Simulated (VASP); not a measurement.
Runs of VASP 6.6.1 on Mo. The structure is that of space group P6/mmm (No. 191), or close to it. The cells are those of the table. 

```csv
cell,further INCAR settings,gap on the mesh (eV),pressure (GPa)
"a = 2.736, b = 2.634, c = 2.555 Å, angles 90.0, 90.0, 121.3°, 1 atom",ALGO = Fast; EDIFF = 1e-06; NBANDS = 13,none,(a)
"a = 2.736, b = 2.787, c = 2.555 Å, angles 90.0, 90.0, 119.4°, 1 atom",ALGO = Fast; EDIFF = 1e-07; NBANDS = 13,none,-8.3
"a = 2.736, b = 2.684, c = 2.555 Å, angles 90.0, 90.0, 120.6°, 1 atom",ALGO = Fast; EDIFF = 1e-06; NBANDS = 13,none,2.7
"a = 2.736, b = 2.839, c = 2.555 Å, angles 90.0, 90.0, 118.8°, 1 atom",ALGO = Fast; EDIFF = 1e-06; NBANDS = 13,none,-12.5
```

Alike in all rows: task single point; level PBEsol; potentials or basis VASP PAW PBE potentials, release 64 (Mo_sv); no spin polarisation; k mesh 18 × 18 × 18; cutoff (eV) 520; smearing gaussian 0.15 eV.

Problem. Fill in the values left out.

Solution. (a) 9.6.

Caveats: the PAW data sets were made with another functional, which shifts forces and pressure a little; the cell stands under tension (at least some runs); the stress differs along the axes, from -3 to 17 GPa (at least some runs); the stress differs along the axes, from -6 to 8 GPa (at least some runs).

A k mesh can miss the band edges, and the runs leave out spin-orbit coupling on Mo.

A gap of «none» marks levels without a gap at the run's occupations.
